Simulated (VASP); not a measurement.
# Si2Ni (C2/m) in VASP: single point with r2SCAN

Aim: the single point of Si2Ni with r2SCAN.

Program: VASP 6.6.1. These are calculated values, not measurements. Logs are shortened: lines on timing, memory, paths and dates and some standing lists are left out, and cuts for length are marked.

## (1) The cell of the first run

The typed cell holds 3 atoms: a = 3.849 Å, b = 3.849 Å, c = 3.804 Å, α = 59.62°, β = 120.38°, γ = 120.00°.

## (2) Single point, r2SCAN

POSCAR

```
Si2Ni
1.0
    3.8492788328      0.0000000201      0.0005177797
   -1.9246393990      3.3335732655     -0.0005177797
   -1.9242263890      1.1109526237      3.0871133157
Si Ni
2 1
Direct
    0.2515319756      0.7484680244      0.7541673714
    0.7484680244      0.2515319756      0.2458326286
    0.0000000000      0.0000000000      0.0000000000
```

INCAR.step1

```
SYSTEM = Si2Ni
PREC     = Accurate       ! precision mode
ENCUT    = 520            ! plane-wave cutoff, eV
ISMEAR   = 0              ! smearing method
SIGMA    = 0.1            ! smearing width, eV
LREAL    = .False.        ! projectors in reciprocal space
LASPH    = .True.         ! aspherical terms in the spheres
NELM     = 60             ! most SCF steps
NBANDS   = 16             ! bands
ISYM     = 0            
GGA      = PE             ! functional
ALGO     = Normal         ! electronic algorithm
EDIFF    = 1E-4           ! SCF threshold, eV
LWAVE    = .True.         ! write WAVECAR
LCHARG   = .False.        ! write CHGCAR
```

INCAR.step2

```
SYSTEM = Si2Ni
PREC     = Accurate       ! precision mode
ENCUT    = 520            ! plane-wave cutoff, eV
EDIFF    = 1E-6           ! SCF threshold, eV
ISMEAR   = 0              ! smearing method
SIGMA    = 0.1            ! smearing width, eV
LREAL    = .False.        ! projectors in reciprocal space
LASPH    = .True.         ! aspherical terms in the spheres
NELM     = 60             ! most SCF steps
ALGO     = Normal         ! electronic algorithm
ISIF     = 2              ! what is computed and relaxed
LWAVE    = .False.        ! write WAVECAR
LCHARG   = .True.         ! write CHGCAR
METAGGA  = R2SCAN         ! meta-GGA
LMIXTAU  = .True.       
LELF     = .True.         ! ELF
LVHAR    = .True.       
NBANDS   = 16             ! bands
ISYM     = 0            
ISTART   = 1
```

KPOINTS

```
Automatic mesh
0
Gamma
  9 9 11
  0 0 0
```

Potentials or basis: VASP PAW PBE potentials, release 64 (Si, Ni).

Started as:

```bash
$ cat potpaw_PBE.64/Si/POTCAR potpaw_PBE.64/Ni/POTCAR > POTCAR
$ cp INCAR.step1 INCAR
$ mpirun -np 1 vasp_std > vasp.out
$ cp INCAR.step2 INCAR
$ mpirun -np 1 vasp_std > vasp.out
```

OUTCAR:

```text
SYSTEM = Si2Ni
   PREC = Accurate
   ENCUT = 520
   EDIFF = 1E-6
   ISMEAR = 0
   LREAL = .False.
   LASPH = .True.
   NELM = 60
   ISIF = 2
   METAGGA = R2SCAN
   ISYM = 0
   ISTART = 1

 ion  position               nearest neighbor table
   1  0.252  0.748  0.754-   3 2.33   3 2.35   3 2.35   3 2.35   2 2.69   2 2.69   2 2.69   2 2.72
                             2 2.72   2 2.72
   2  0.748  0.252  0.246-   3 2.33   3 2.35   3 2.35   3 2.35   1 2.69   1 2.69   1 2.69   1 2.72
                             1 2.72   1 2.72
   3  0.000  0.000  0.000-   1 2.33   2 2.33   1 2.35   2 2.35   2 2.35   1 2.35   2 2.35   1 2.35

IMPORTANT INFORMATION: All symmetrisations will be switched off!
NOSYMM: (Re-)initialisation of all symmetry stuff for point group C_1.

----------------------------------------------------------------------------------------

                                     Primitive cell

  volume of cell :      39.6178

  direct lattice vectors                    reciprocal lattice vectors
     3.849278833  0.000000020  0.000517780     0.259774402  0.149997585  0.107940498
    -1.924639399  3.333573266 -0.000517780     0.000014518  0.299970024 -0.107940498
    -1.924226389  1.110952624  3.087113316    -0.000043568  0.000025154  0.323891001

  length of vectors
     3.849278868  3.849278868  3.803568266     0.318799571  0.318799571  0.323891005

  position of ions in fractional coordinates (direct lattice)
     0.251531976  0.748468024  0.754167371
     0.748468024  0.251531976  0.245832629
     0.000000000  0.000000000  0.000000000

  ion indices of the primitive-cell ions
   primitive index   ion index
                 1           1
                 2           2
                 3           3

----------------------------------------------------------------------------------------

 KPOINTS: Automatic mesh

Automatic generation of k-mesh.
 Grid dimensions read from file:
 generate k-points for:    9    9   11

 Generating k-lattice:

  Cartesian coordinates                     Fractional coordinates (reciprocal lattice)
     0.028863822  0.016666398  0.011993389     0.111111111  0.000000000  0.000000000
     0.000001613  0.033330003 -0.011993389     0.000000000  0.111111111  0.000000000
    -0.000003961  0.000002287  0.029444636     0.000000000 -0.000000000  0.090909091

  Length of vectors
     0.035422175  0.035422175  0.029444637

  Shift w.r.t. Gamma in fractional coordinates (k-lattice)
     0.000000000  0.000000000  0.000000000

 Subroutine IBZKPT returns following result:
 ===========================================

 Found    446 irreducible k-points:

 Following reciprocal coordinates:
            Coordinates               Weight
  0.000000  0.000000  0.000000      1.000000
  0.111111  0.000000  0.000000      2.000000
  0.000000  0.111111 -0.000000      2.000000
  0.222222  0.000000  0.000000      2.000000
  0.000000  0.222222  0.000000      2.000000
  0.333333  0.000000 -0.000000      2.000000
[... 16 lines left out ...]
 -0.111111  0.111111  0.000000      2.000000
  0.222222  0.222222  0.000000      2.000000
 [... further k-points ...]
   k-points           NKPTS =    446   k-points in BZ     NKDIM =    446   number of bands    NBANDS=     16
   number of dos      NEDOS =    301   number of ions     NIONS =      3
   total plane-waves  NPLWV =  25200
   dimension x,y,z NGX =    30 NGY =   30 NGZ =   28
   dimension x,y,z NGXF=    60 NGYF=   60 NGZF=   56
   ions per type =               2   1
   NGX,Y,Z   is equivalent  to a cutoff of  12.96, 12.96, 12.24 a.u.
   NGXF,Y,Z  is equivalent  to a cutoff of  25.91, 25.91, 24.48 a.u.
 SYSTEM =  Si2Ni
   PREC   = accura    normal or accurate (medium, high low for compatibility)
   ISTART =      1    job   : 0-new  1-cont  2-samecut
   ICHARG =      0    charge: 1-file 2-atom 10-const
   ISPIN  =      1    spin polarized calculation?
   LNONCOLLINEAR =      F non collinear calculations
   LSORBIT =      F    spin-orbit coupling
   LASPH  =      T    aspherical Exc in radial PAW
   ENCUT  =  520.0 eV  38.22 Ry    6.18 a.u.   7.16  7.16  7.07*2*pi/ulx,y,z
   NELM   =     60;   NELMIN=  2; NELMDL=  0     # of ELM steps
   EDIFF  = 0.1E-05   stopping-criterion for ELM
   LREAL  =      F    real-space projection
   EDIFFG = 0.1E-04   stopping-criterion for IOM
   NSW    =      0    number of steps for IOM
   IBRION =     -1    ionic relax: 0-MD 1-quasi-New 2-CG
   NFREE  =      0    steps in history (QN), initial steepest desc. (CG)
   ISIF   =      2    stress and relaxation
   ISYM   =      0    0-nonsym 1-usesym 2-fastsym
   POTIM  = 0.5000    time-step for ionic-motion
   TEBEG  =    0.0;   TEEND  =   0.0 temperature during run
   PSTRESS=    0.0 pullay stress
   NELECT =      18.0000    total number of electrons
   NUPDOWN=      -1.0000    fix difference up-down
   EMIN   =  10.00;   EMAX   =-10.00  energy-range for DOS
   EFERMI =   0.00;   METHOD = LEGACY
   ISMEAR =     0;   SIGMA  =   0.10  broadening in eV -4-tet -1-fermi 0-gaus
   EFERMI_NEDOS =   21; number of points for ismear=-14 and -15
   IALGO  =     38    algorithm
   IMIX   =      4    mixing-type and parameters
     AMIX     =   0.40;   BMIX     =  1.00
     AMIX_MAG =   1.60;   BMIX_MAG =  1.00
  volume/ion in A,a.u.               =      13.21        89.12
  Fermi-wavevector in a.u.,A,eV,Ry     =   1.258545  2.378306 21.550760  1.583936
  Thomas-Fermi vector in A             =   2.392149
   LORBIT       =      0    0 simple, 1 ext, 2 COOP (PROOUT), +10 PAW based schemes
   METAGGA = R2SCAN    functional components
   LHFCALC =     F    Hartree Fock is set to
   AEXX    =    0.0000 exact exchange contribution
   IVDW    =     0    specifies the selected vdW correction
   LEPSILON=     F    determine dielectric tensor
   LRPA    =     F    only Hartree local field effects (RPA)
 non-spin polarized calculation
 Gauss-broadening in eV      SIGMA  =   0.10
  energy-cutoff  :      520.00
  volume of cell :       39.62
 maximum number of plane-waves:      1082
 NGX is ok and might be reduce to    30
   NGX = 15   NGY = 15   NGZ = 15

 number of electron      17.9999994 magnetization

 Free energy of the ion-electron system (eV)
  ---------------------------------------------------
  ext. energy  EPLUGINS =         0.00000000
  ---------------------------------------------------
  free energy    TOTEN  =       -30.52603363 eV

  energy without entropy =      -30.52109013  energy(sigma->0) =      -30.52356188

 E-fermi :  10.4376     XC(G=0): -12.3549

 val. band max:       10.4308124397   @ k =   0.3333  -0.3333   0.1818
 cond. band min:      10.4392886031   @ k =   0.1111   0.4444   0.3636
 fundamental gap:      0.0084761634
 Fermi energy:        10.4376376974

 k-point     1 :       0.0000    0.0000    0.0000
  band No.  band energies     occupation
      1      -4.1735      2.00000
      2       4.9037      2.00000
      3       4.9063      2.00000
      4       4.9852      2.00000
      5       6.6760      2.00000
      6       6.6789      2.00000
[... 8 lines left out ...]
     15      15.5612      0.00000
     16      15.5758      0.00000

 k-point     2 :       0.1111    0.0000    0.0000
  band No.  band energies     occupation
      1      -3.9826      2.00000
      2       4.5311      2.00000
      3       4.9684      2.00000
      4       5.0365      2.00000
      5       6.6430      2.00000
      6       6.6479      2.00000
[... 8 lines left out ...]
     15      14.9200      0.00000
     16      15.3067      0.00000

 k-point     3 :       0.0000    0.1111   -0.0000
  band No.  band energies     occupation
      1      -3.9826      2.00000
      2       4.5311      2.00000
      3       4.9684      2.00000
      4       5.0365      2.00000
      5       6.6430      2.00000
      6       6.6479      2.00000
[... 8 lines left out ...]
     15      14.9200      0.00000
     16      15.3067      0.00000

 k-point     4 :       0.2222    0.0000    0.0000
  band No.  band energies     occupation
      1      -3.4154      2.00000
      2       3.4778      2.00000
      3       5.1286      2.00000
      4       5.1836      2.00000
      5       6.5947      2.00000
      6       6.6082      2.00000
[... 8 lines left out ...]
     15      15.8364      0.00000
     16      16.5388      0.00000

 k-point     5 :       0.0000    0.2222    0.0000
  band No.  band energies     occupation
      1      -3.4154      2.00000
      2       3.4778      2.00000
      3       5.1286      2.00000
      4       5.1836      2.00000
      5       6.5947      2.00000
      6       6.6082      2.00000
[... 8 lines left out ...]
     15      15.8364      0.00000
     16      16.5388      0.00000

 k-point     6 :       0.3333    0.0000   -0.0000
  band No.  band energies     occupation
      1      -2.4917      2.00000
      2       1.9724      2.00000
      3       5.2958      2.00000
      4       5.3291      2.00000
      5       6.6539      2.00000
      6       6.6787      2.00000
[... 8 lines left out ...]
     15      17.5989      0.00000
     16      18.4093      0.00000
[... 267 lines left out ...]
 k-point    21 :      -0.2222    0.1111   -0.0000
  band No.  band energies     occupation
      1      -3.4738      2.00000
      2       3.8635      2.00000
      3       5.0474      2.00000
      4       5.0870      2.00000
      5       6.3441      2.00000
      6       6.7587      2.00000
[... 8 lines left out ...]
     15      16.5911      0.00000
     16      16.8957      0.00000

 k-point    22 :       0.1111   -0.2222   -0.0000
  band No.  band energies     occupation
      1      -3.4738      2.00000
      2       3.8635      2.00000
      3       5.0474      2.00000
      4       5.0870      2.00000
      5       6.3441      2.00000
      6       6.7587      2.00000
[... 8 lines left out ...]
     15      16.5911      0.00000
     16      16.8957      0.00000

 k-point    23 :      -0.1111    0.1111    0.0000
  band No.  band energies     occupation
      1      -3.9172      2.00000
      2       4.5825      2.00000
      3       4.9219      2.00000
      4       4.9852      2.00000
      5       6.5200      2.00000
      6       6.7266      2.00000
[... 8 lines left out ...]
     15      15.8171      0.00000
     16      15.9358      0.00000

 k-point    24 :       0.2222    0.2222    0.0000
  band No.  band energies     occupation
      1      -2.1919      2.00000
      2       2.3844      2.00000
      3       4.3336      2.00000
      4       5.7184      2.00000
      5       6.1644      2.00000
      6       6.6640      2.00000
[... 8 lines left out ...]
     15      17.2996      0.00000
     16      19.8072      0.00000

 [... further k-points ...]
[... 5 lines left out ...]
  --------------------------------------------------------------------------------------
  -------------------------------------------------------------------------------------
  Total       -0.8066544     -0.7609188     -0.0288127      0.0396084      0.0047380     -0.0082067
  in kB      -32.6217748    -30.7721880     -1.1652109      1.6017962      0.1916103     -0.3318875
  external PRESSURE =     -21.5197246 kB  Pullay stress =       0.0000000 kB

 VOLUME and BASIS-vectors are now :
 -----------------------------------------------------------------------------
  energy-cutoff  :      520.00
  volume of cell :       39.62
      direct lattice vectors                 reciprocal lattice vectors
     3.849278833  0.000000020  0.000517780     0.259774402  0.149997585  0.107940498
    -1.924639399  3.333573266 -0.000517780     0.000014518  0.299970024 -0.107940498
    -1.924226389  1.110952624  3.087113316    -0.000043568  0.000025154  0.323891001

 POSITION                                       TOTAL-FORCE (eV/Angst)
 -----------------------------------------------------------------------------------
     -1.92350      3.33292      2.32794        -0.001886      0.001089      0.004909
      1.92392      1.11161      0.75917         0.001886     -0.001089     -0.004909
      0.00000      0.00000      0.00000        -0.000000     -0.000000      0.000000
 -----------------------------------------------------------------------------------
    total drift:                               -0.000000     -0.000000      0.000000

  FREE ENERGIE OF THE ION-ELECTRON SYSTEM (eV)
  ---------------------------------------------------
  free  energy   TOTEN  =       -30.5260336306 eV

  energy  without entropy=      -30.5210901298  energy(sigma->0) =      -30.52356188
```

Wall time 17 min (1 thread of Oxide Virtual Turin-like, shared host); peak memory 0.36 GiB.

What came out:

* Free energy: -30.5260 eV
* Pressure: -2.2 GPa
* Largest force: 0.005 eV/Å
* Band gap on the k mesh: zero (bands 9 and 10 overlap by 2.06 eV)

Forces in eV/Å, atoms in the order of the input:
```
Si  -0.002  0.001  0.005
Si   0.002 -0.001 -0.005
Ni   0.000  0.000  0.000
```

Levels at points of the mesh, in eV from the Fermi level:
| k point | band 7 | band 8 | band 9 | band 10 | band 11 | band 12 |
| --- | --- | --- | --- | --- | --- | --- |
| (0.00, 0.00, 0.00) | -0.03 | 1.64 | 1.64 | 1.82 | 2.17 | 2.18 |

Caveat: the PAW data sets were made with another functional, which shifts forces and pressure a little.
